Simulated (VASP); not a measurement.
The system is Hf2SeS3.

```
Hf Se S
1.0
     6.42794    0.00000    0.00000
    -3.21397    5.56676    0.00000
     0.00000    0.00000    4.07527
Hf Se S
2 1 3
Direct
  0.33333 0.66667 0.50000
  0.66667 0.33333 0.50000
  0.00000 0.00000 0.00000
  0.50000 0.00000 0.50000
  0.00000 0.50000 0.50000
  0.50000 0.50000 0.50000
```

The cell was generated, and may not be a known phase.

- Program: VASP 6.6.1
- Task: relaxation of cell and atoms
- Functional: PBE
- Potentials or basis: VASP PAW PBE potentials, release 64 (Hf_pv, Se, S)
- Cutoff: 600 eV
- k mesh: 3 × 3 × 4
- Occupations: gaussian, width 0.1 eV
- Spin: no spin polarisation

At the start: pressure 84.1 GPa; volume 24.30 Å³/atom.

Task: How do energy, volume and symmetry change on relaxing?

Result: Over 15 steps the energy falls by 4022.6 meV/atom and the volume is 33.12 Å³/atom (+36.3 %); space group P6/mmm (No. 191, to 0.1 Å) before and after.

Step by step:
```tsv
step	energy change (eV)	largest force (eV/Å)	pressure (GPa)	volume (Å³)
1	0.0000	0.0000	84.07	145.82
2	-5.6308	0.0000	-6.52	533.60
3	-10.0574	0.0000	-7.21	447.12
4	-14.0262	0.0000	-8.41	383.43
5	-23.2625	0.0000	-4.81	250.98
6	-22.2069	0.0000	10.37	204.33
7	-23.5735	0.0000	-2.12	237.35
8	-23.5918	0.0000	-1.09	233.23
9	-23.5881	0.0000	-1.60	235.18
10	-23.7561	0.0000	-1.56	227.29
11	-24.1227	0.0000	-0.79	203.55
12	-24.1234	0.0000	-0.38	197.22
13	-24.1309	0.0000	-0.59	200.39
14	-24.1161	0.0000	1.23	195.37
15	-24.1354	0.0000	-0.02	198.74
```

Final structure:
```
CELL_PARAMETERS angstrom
8.16953 0.00000 0.00000
-4.08477 7.07502 0.00000
0.00000 0.00000 3.43848
ATOMIC_POSITIONS crystal
Hf 0.33333 0.66667 0.50000
Hf 0.66667 0.33333 0.50000
Se 0.00000 0.00000 0.00000
S 0.50000 0.00000 0.50000
S 0.00000 0.50000 0.50000
S 0.50000 0.50000 0.50000
```

Caveat: the k points lie up to 0.46 Å⁻¹ apart in the final cell, too coarse for converged energies and pressures of a metal; the volume moved by over 15 % at a fixed basis, so the end points are rough.
